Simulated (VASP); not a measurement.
# MoSe (Pm-3m) in VASP: notebook, part 2 of 2

VASP 6.6.1.

### Step 3. Single point, PBE

This run uses another cell than the first one, of 18.69 Å³/atom.

File INCAR:

```
SYSTEM = MoSe
  ALGO = Normal
  EDIFF = 1E-6
  ENCUT = 520
  GGA = PE
  ISIF = 2
  ISMEAR = 0
  LASPH = .TRUE.
  LCHARG = .FALSE.
  LREAL = .FALSE.
  LWAVE = .FALSE.
  NBANDS = 17
  NELM = 60
  PREC = Accurate
  SIGMA = 0.1
```

File KPOINTS:

```
k-points
0
G
  14 14 14
  0 0 0
```

File POSCAR:

```
MoSe
1.0
    3.3433378134      0.0000000000      0.0000000000
    0.0000000000      3.3433378134      0.0000000000
    0.0000000000      0.0000000000      3.3433378134
Mo Se
1 1
Direct
    0.0000000000      0.0000000000      0.0000000000
    0.5000000000      0.5000000000      0.5000000000
```

Potentials or basis: VASP PAW PBE potentials, release 64 (Mo_sv, Se).

Run with:

```
$ cat potpaw_PBE.64/Mo_sv/POTCAR potpaw_PBE.64/Se/POTCAR > POTCAR
$ mpirun -np 1 vasp_std > vasp.out
```

OUTCAR:

```text
SYSTEM = MoSe
   EDIFF = 1E-6
   ENCUT = 520
   GGA = PE
   ISIF = 2
   ISMEAR = 0
   LASPH = .TRUE.
   LREAL = .FALSE.
   NELM = 60
   PREC = Accurate

 ion  position               nearest neighbor table
   1  0.000  0.000  0.000-   2 2.90   2 2.90   2 2.90   2 2.90   2 2.90   2 2.90   2 2.90   2 2.90

   2  0.500  0.500  0.500-   1 2.90   1 2.90   1 2.90   1 2.90   1 2.90   1 2.90   1 2.90   1 2.90

  LATTYP: Found a simple cubic cell.
 ALAT       =     3.3433378134

  Lattice vectors:

 A1 = (   3.3433378134,   0.0000000000,   0.0000000000)
 A2 = (   0.0000000000,   3.3433378134,   0.0000000000)
 A3 = (   0.0000000000,   0.0000000000,   3.3433378134)

Analysis of symmetry for initial positions (statically):
=====================================================================
 Subroutine PRICEL returns:
 Original cell was already a primitive cell.

 Routine SETGRP: Setting up the symmetry group for a
 simple cubic supercell.

 Subroutine GETGRP returns: Found 48 space group operations
 (whereof 48 operations were pure point group operations)
 out of a pool of 48 trial point group operations.

The static configuration has the point symmetry O_h .

Analysis of symmetry for dynamics (positions and initial velocities):
=====================================================================
 Subroutine PRICEL returns:
 Original cell was already a primitive cell.

 Routine SETGRP: Setting up the symmetry group for a
 simple cubic supercell.

 Subroutine GETGRP returns: Found 48 space group operations
 (whereof 48 operations were pure point group operations)
 out of a pool of 48 trial point group operations.

The dynamic configuration has the point symmetry O_h .

 Subroutine INISYM returns: Found 48 space group operations
 (whereof 48 operations are pure point group operations),
 and found     1 'primitive' translations

----------------------------------------------------------------------------------------

                                     Primitive cell

  volume of cell :      37.3715

  direct lattice vectors                    reciprocal lattice vectors
     3.343337813  0.000000000  0.000000000     0.299102291  0.000000000  0.000000000
     0.000000000  3.343337813  0.000000000     0.000000000  0.299102291  0.000000000
     0.000000000  0.000000000  3.343337813     0.000000000  0.000000000  0.299102291

  length of vectors
     3.343337813  3.343337813  3.343337813     0.299102291  0.299102291  0.299102291

  position of ions in fractional coordinates (direct lattice)
     0.000000000  0.000000000  0.000000000
     0.500000000  0.500000000  0.500000000

  ion indices of the primitive-cell ions
   primitive index   ion index
                 1           1
                 2           2

----------------------------------------------------------------------------------------

 KPOINTS: k-points

Automatic generation of k-mesh.
 Grid dimensions read from file:
 generate k-points for:   14   14   14

 Generating k-lattice:

  Cartesian coordinates                     Fractional coordinates (reciprocal lattice)
     0.021364449  0.000000000  0.000000000     0.071428571  0.000000000  0.000000000
     0.000000000  0.021364449  0.000000000     0.000000000  0.071428571  0.000000000
     0.000000000  0.000000000  0.021364449     0.000000000  0.000000000  0.071428571

  Length of vectors
     0.021364449  0.021364449  0.021364449

  Shift w.r.t. Gamma in fractional coordinates (k-lattice)
     0.000000000  0.000000000  0.000000000

 Subroutine IBZKPT returns following result:
 ===========================================

 Found    120 irreducible k-points:

 Following reciprocal coordinates:
            Coordinates               Weight
  0.000000  0.000000  0.000000      1.000000
  0.071429  0.000000  0.000000      6.000000
  0.142857  0.000000  0.000000      6.000000
  0.214286  0.000000  0.000000      6.000000
  0.285714  0.000000  0.000000      6.000000
  0.357143  0.000000  0.000000      6.000000
[... 16 lines left out ...]
  0.285714  0.214286  0.000000     24.000000
  0.357143  0.214286  0.000000     24.000000
 [... further k-points ...]
   k-points           NKPTS =    120   k-points in BZ     NKDIM =    120   number of bands    NBANDS=     17
   number of dos      NEDOS =    301   number of ions     NIONS =      2
   total plane-waves  NPLWV =  21952
   dimension x,y,z NGX =    28 NGY =   28 NGZ =   28
   dimension x,y,z NGXF=    56 NGYF=   56 NGZF=   56
   ions per type =               1   1
   NGX,Y,Z   is equivalent  to a cutoff of  13.92, 13.92, 13.92 a.u.
   NGXF,Y,Z  is equivalent  to a cutoff of  27.85, 27.85, 27.85 a.u.
 SYSTEM =  MoSe
   PREC   = accura    normal or accurate (medium, high low for compatibility)
   ISTART =      0    job   : 0-new  1-cont  2-samecut
   ICHARG =      2    charge: 1-file 2-atom 10-const
   ISPIN  =      1    spin polarized calculation?
   LNONCOLLINEAR =      F non collinear calculations
   LSORBIT =      F    spin-orbit coupling
   LASPH  =      T    aspherical Exc in radial PAW
   ENCUT  =  520.0 eV  38.22 Ry    6.18 a.u.   6.22  6.22  6.22*2*pi/ulx,y,z
   NELM   =     60;   NELMIN=  2; NELMDL= -5     # of ELM steps
   EDIFF  = 0.1E-05   stopping-criterion for ELM
   LREAL  =      F    real-space projection
   EDIFFG = 0.1E-04   stopping-criterion for IOM
   NSW    =      0    number of steps for IOM
   IBRION =     -1    ionic relax: 0-MD 1-quasi-New 2-CG
   NFREE  =      0    steps in history (QN), initial steepest desc. (CG)
   ISIF   =      2    stress and relaxation
   ISYM   =      2    0-nonsym 1-usesym 2-fastsym
   POTIM  = 0.5000    time-step for ionic-motion
   TEBEG  =    0.0;   TEEND  =   0.0 temperature during run
   PSTRESS=    0.0 pullay stress
   NELECT =      20.0000    total number of electrons
   NUPDOWN=      -1.0000    fix difference up-down
   EMIN   =  10.00;   EMAX   =-10.00  energy-range for DOS
   EFERMI =   0.00;   METHOD = LEGACY
   ISMEAR =     0;   SIGMA  =   0.10  broadening in eV -4-tet -1-fermi 0-gaus
   EFERMI_NEDOS =   21; number of points for ismear=-14 and -15
   IALGO  =     38    algorithm
   IMIX   =      4    mixing-type and parameters
     AMIX     =   0.40;   BMIX     =  1.00
     AMIX_MAG =   1.60;   BMIX_MAG =  1.00
  volume/ion in A,a.u.               =      18.69       126.10
  Fermi-wavevector in a.u.,A,eV,Ry     =   1.329142  2.511713 24.036287  1.766617
  Thomas-Fermi vector in A             =   2.458326
   LORBIT       =      0    0 simple, 1 ext, 2 COOP (PROOUT), +10 PAW based schemes
   GGA     = PE    functional components
   LHFCALC =     F    Hartree Fock is set to
   AEXX    =    0.0000 exact exchange contribution
   IVDW    =     0    specifies the selected vdW correction
   LEPSILON=     F    determine dielectric tensor
   LRPA    =     F    only Hartree local field effects (RPA)
 non-spin polarized calculation
 Gauss-broadening in eV      SIGMA  =   0.10
  energy-cutoff  :      520.00
  volume of cell :       37.37
 maximum number of plane-waves:      1024
 NGX is ok and might be reduce to    28
   NGX = 13   NGY = 13   NGZ = 13

 number of electron      20.0000001 magnetization

 Free energy of the ion-electron system (eV)
  ---------------------------------------------------
  ext. energy  EPLUGINS =         0.00000000
  ---------------------------------------------------
  free energy    TOTEN  =       -13.74529440 eV

  energy without entropy =      -13.73396181  energy(sigma->0) =      -13.73962811

 E-fermi :   8.6406     XC(G=0): -11.6734

 val. band max:        8.6261558680   @ k =   0.5000   0.4286   0.0000
 cond. band min:       8.6569820884   @ k =   0.2143   0.2143   0.0000
 fundamental gap:      0.0308262204
 Fermi energy:         8.6406315367

 k-point     1 :       0.0000    0.0000    0.0000
  band No.  band energies     occupation
      1     -52.5829      2.00000
      2     -26.5827      2.00000
      3     -26.5827      2.00000
      4     -26.5827      2.00000
      5      -6.6032      2.00000
      6       5.9854      2.00000
[... 9 lines left out ...]
     16      17.4078      0.00000
     17      24.1159      0.00000
[... 441 lines left out ...]
 k-point    24 :       0.3571    0.2143    0.0000
  band No.  band energies     occupation
      1     -52.5721      2.00000
      2     -26.6916      2.00000
      3     -26.6256      2.00000
      4     -26.5674      2.00000
      5      -5.4523      2.00000
      6       2.4202      2.00000
[... 9 lines left out ...]
     16      17.3629      0.00000
     17      18.8036      0.00000

 [... further k-points ...]

------------------------ aborting loop because EDIFF is reached ----------------------------------------

  FORCE on cell =-STRESS in cart. coord.  units (eV):
  Direction    XX          YY          ZZ          XY          YZ          ZX
  --------------------------------------------------------------------------------------
  -------------------------------------------------------------------------------------
  Total       -4.9001707     -4.9001707     -4.9001707      0.0000000      0.0000000     -0.0000000
  in kB     -210.0782114   -210.0782114   -210.0782114      0.0000000      0.0000000     -0.0000000
  external PRESSURE =    -210.0782114 kB  Pullay stress =       0.0000000 kB

 VOLUME and BASIS-vectors are now :
 -----------------------------------------------------------------------------
  energy-cutoff  :      520.00
  volume of cell :       37.37
      direct lattice vectors                 reciprocal lattice vectors
     3.343337813  0.000000000  0.000000000     0.299102291  0.000000000  0.000000000
     0.000000000  3.343337813  0.000000000     0.000000000  0.299102291  0.000000000
     0.000000000  0.000000000  3.343337813     0.000000000  0.000000000  0.299102291

 POSITION                                       TOTAL-FORCE (eV/Angst)
 -----------------------------------------------------------------------------------
      0.00000      0.00000      0.00000         0.000000      0.000000      0.000000
      1.67167      1.67167      1.67167         0.000000      0.000000      0.000000
 -----------------------------------------------------------------------------------
    total drift:                               -0.000000      0.000000     -0.000000

  FREE ENERGIE OF THE ION-ELECTRON SYSTEM (eV)
  ---------------------------------------------------
  free  energy   TOTEN  =       -13.7452943971 eV

  energy  without entropy=      -13.7339618144  energy(sigma->0) =      -13.73962811
```

OSZICAR:

```text
N       E                     dE             d eps       ncg     rms          rms(c)
DAV:   1     0.130785694692E+03    0.13079E+03   -0.10642E+04  4088   0.113E+03
DAV:   2    -0.110956146628E+02   -0.14188E+03   -0.13884E+03  5183   0.298E+02
DAV:   3    -0.143648762660E+02   -0.32693E+01   -0.32290E+01  4468   0.422E+01
DAV:   4    -0.143793189629E+02   -0.14443E-01   -0.14436E-01  4845   0.320E+00
DAV:   5    -0.143793832039E+02   -0.64241E-04   -0.64241E-04  4530   0.218E-01    0.889E+00
DAV:   6    -0.138168351741E+02    0.56255E+00   -0.28257E+00  4187   0.117E+01    0.309E+00
DAV:   7    -0.137541367903E+02    0.62698E-01   -0.20246E-01  4143   0.313E+00    0.189E+00
DAV:   8    -0.137451903004E+02    0.89465E-02   -0.50570E-02  4379   0.139E+00    0.255E-01
DAV:   9    -0.137452118370E+02   -0.21537E-04   -0.75868E-04  4532   0.272E-01    0.112E-01
DAV:  10    -0.137452880008E+02   -0.76164E-04   -0.27666E-04  4479   0.155E-01    0.231E-02
DAV:  11    -0.137452950727E+02   -0.70718E-05   -0.10465E-05  4625   0.310E-02    0.801E-03
DAV:  12    -0.137452943971E+02    0.67556E-06   -0.14633E-06  2748   0.805E-03
   1 F= -.13745294E+02 E0= -.13739628E+02  d E =-.113326E-01
```

stdout:

```text
POSCAR found type information on POSCAR MoSe
 POSCAR found :  2 types and       2 ions
 scaLAPACK will be used
 LDA part: xc-table for (Slater+PW92), standard interpolation
 POSCAR, INCAR and KPOINTS ok, starting setup
 FFT: planning ... GRIDC
 FFT: planning ... GRID_SOFT
 FFT: planning ... GRID
 WAVECAR not read
 entering main loop
```

Wall time 23 s (1 thread of Intel Xeon 6975P-C (Granite Rapids), shared host); peak memory 0.21 GiB.

Results:

- Free energy: -13.7453 eV
- Pressure: -21.0 GPa
- Band gap on the k mesh: zero (bands 10 and 11 overlap by 2.29 eV)

Levels at points of the mesh, in eV from the Fermi level:
| k point | band 8 | band 9 | band 10 | band 11 | band 12 | band 13 |
| --- | --- | --- | --- | --- | --- | --- |
| (0.00, 0.00, 0.00) | -1.74 | -1.74 | -1.74 | 0.50 | 0.50 | 0.50 |
| (0.50, 0.00, 0.00) | -3.07 | -1.98 | 0.71 | 1.42 | 3.12 | 3.12 |
| (0.50, 0.50, 0.00) | -2.48 | -0.66 | -0.66 | -0.49 | -0.09 | 1.66 |
| (0.50, 0.50, 0.50) | -6.19 | 1.74 | 1.74 | 2.78 | 2.78 | 2.78 |

Caveat: the cell stands under tension.

### Step 4. Relaxation of cell and atoms, PBE

This run uses another cell than the first one, of 15.40 Å³/atom.

File INCAR:

```
SYSTEM = MoSe
PREC = Accurate
ENCUT = 600
EDIFF = 1E-7
ISMEAR = 0
SIGMA = 0.1
LREAL = .False.
LASPH = .True.
NELM = 100
ALGO = Normal
ISIF = 3
LWAVE = .False.
LCHARG = .False.
GGA = PE
IBRION = 2
NSW = 100
EDIFFG = -0.01
```

File KPOINTS:

```
regular mesh
0
Gamma
  14 14 14
  0 0 0
```

File POSCAR:

```
MoSe
1.0
    3.1348264954      0.0000000000      0.0000000000
    0.0000000000      3.1348264954      0.0000000000
    0.0000000000      0.0000000000      3.1348264954
Mo Se
1 1
Direct
    0.0000000000      0.0000000000      0.0000000000
    0.5000000000      0.5000000000      0.5000000000
```

Run with:

```
$ cat potpaw_PBE.64/Mo_sv/POTCAR potpaw_PBE.64/Se/POTCAR > POTCAR
$ mpirun -np 1 vasp_std > vasp.out
```

Run time: 52 s. Hardware: 1 thread of Intel Xeon 6975P-C (Granite Rapids), shared host; peak memory 0.21 GiB.

Results (log left out):

| Quantity | Value |
| --- | --- |
| Free energy | -14.2272 eV |
| Relaxed volume | 15.60 Å³/atom |
| Relaxed cell | a = 3.148 Å, b = 3.148 Å, c = 3.148 Å, α = 90.00°, β = 90.00°, γ = 90.00° |
| Space group after relaxing (to 0.1 Å) | Pm-3m (No. 221) |
| Energy gained by relaxing | 1.4 meV/atom |
| Ionic steps | 3 |
| Pressure after relaxing | 0.0 GPa |
| Band gap on the k mesh | zero (bands 10 and 11 overlap by 3.16 eV) |

The path:
```tsv
step	energy change (eV)	largest force (eV/Å)	pressure (GPa)	volume (Å³)
1	0.0000	0.0000	2.35	30.81
2	0.0041	0.0000	-3.43	31.82
3	-0.0028	0.0000	0.00	31.20
```

Final structure:
```xyz
2
Lattice="3.1480 0.0000 0.0000 0.0000 3.1480 0.0000 0.0000 0.0000 3.1480" Properties=species:S:1:pos:R:3 pbc="T T T"
Mo    0.0000    0.0000    0.0000
Se    1.5740    1.5740    1.5740
```

Levels at points of the mesh, in eV from the Fermi level:
```tsv
k point	band 6	band 7	band 8	band 9	band 10	band 11	band 12	band 13	band 14
(0.00, 0.00, 0.00)	-3.56	-3.56	-1.84	-1.84	-1.84	0.63	0.63	0.63	3.36
(0.50, 0.00, 0.00)	-8.74	-3.70	-3.70	-2.64	0.93	1.93	4.23	4.23	5.32
(0.50, 0.50, 0.00)	-6.20	-6.20	-3.17	-0.96	-0.96	-0.33	0.31	2.22	4.89
(0.50, 0.50, 0.50)	-7.55	-7.55	-7.55	2.34	2.34	2.93	2.93	2.93	4.62
```

### Step 5. Single point, PBE, collinear spin

File INCAR:

```
ALGO = Normal
EDIFF = 1E-6
ENCUT = 520
GGA = PE
ISIF = 2
ISMEAR = 0
ISPIN = 2
LASPH = T
LCHARG = F
LMAXMIX = 4
LORBIT = 11
LREAL = F
LWAVE = F
MAGMOM = 3.5 0
NBANDS = 21
NELM = 150
PREC = Accurate
SIGMA = 0.1
```

File KPOINTS:

```
k-points
0
Gamma
  14 14 14
```

File POSCAR:

```
MoSe
1.0
    3.1462013392      0.0000000000      0.0000000000
    0.0000000000      3.1462013392      0.0000000000
    0.0000000000      0.0000000000      3.1462013392
Mo Se
1 1
Direct
    0.0000000000      0.0000000000      0.0000000000
    0.5000000000      0.5000000000      0.5000000000
```

Run with:

```
$ cat potpaw_PBE.64/Mo_sv/POTCAR potpaw_PBE.64/Se/POTCAR > POTCAR
$ mpirun -np 1 vasp_std > vasp.out
```

Run time: 34 s. Hardware: 1 thread of Intel Xeon 6975P-C (Granite Rapids), shared host; peak memory 0.23 GiB.

It converged, with:

```
Free energy                                           : -14.2273 eV
Pressure                                              : 0.3 GPa
Band gap on the k mesh                                : zero (filled and empty bands overlap)
Net moment                                            : 0.00 μB per cell
Valence electrons inside the program's atomic spheres : Mo 12.38; Se 3.88
```

Levels at points of the mesh, in eV from the Fermi level:
Spin up:
| k point | band 8 | band 9 | band 10 | band 11 | band 12 | band 13 |
| --- | --- | --- | --- | --- | --- | --- |
| (0.00, 0.00, 0.00) | -1.84 | -1.84 | -1.84 | 0.63 | 0.63 | 0.63 |
| (0.50, 0.00, 0.00) | -3.70 | -2.64 | 0.93 | 1.94 | 4.25 | 4.25 |
| (0.50, 0.50, 0.00) | -3.18 | -0.97 | -0.97 | -0.33 | 0.31 | 2.23 |
| (0.50, 0.50, 0.50) | -7.57 | 2.34 | 2.34 | 2.93 | 2.93 | 2.93 |
Spin down:
```
           k point  band 7  band 8  band 9  band 10  band 11  band 12  band 13  band 14
(0.00, 0.00, 0.00)   -3.57   -1.84   -1.84    -1.84     0.63     0.63     0.63     3.37
(0.50, 0.00, 0.00)   -3.70   -3.70   -2.64     0.94     1.94     4.25     4.25     5.32
(0.50, 0.50, 0.00)   -6.20   -3.18   -0.97    -0.97    -0.33     0.31     2.23     4.90
(0.50, 0.50, 0.50)   -7.57   -7.57    2.34     2.34     2.93     2.93     2.93     4.63
```

### Step 6. Summary

| task | spin | cell | cutoff (eV) | gap on the mesh (eV) | pressure (GPa) |
| --- | --- | --- | --- | --- | --- |
| single point | off | a = 3.146 Å, 2 atoms | 520 | none | 0.4 |
| single point | off | a = 3.343 Å, 2 atoms | 520 | none | -21.0 |
| relaxation of cell and atoms | off | relaxed from a = 3.135 Å, 2 atoms | 600 | none | 0.0 |
| single point | collinear | a = 3.146 Å, 2 atoms | 520 | none | 0.3 |

Alike in all rows: level PBE; potentials or basis VASP PAW PBE potentials, release 64 (Mo_sv, Se); k mesh 14 × 14 × 14; smearing gaussian 0.1 eV.

Caveats: the cell stands under tension (at least some runs).

Total energies depend on the potentials used, so only differences within one code and one set of settings carry meaning.
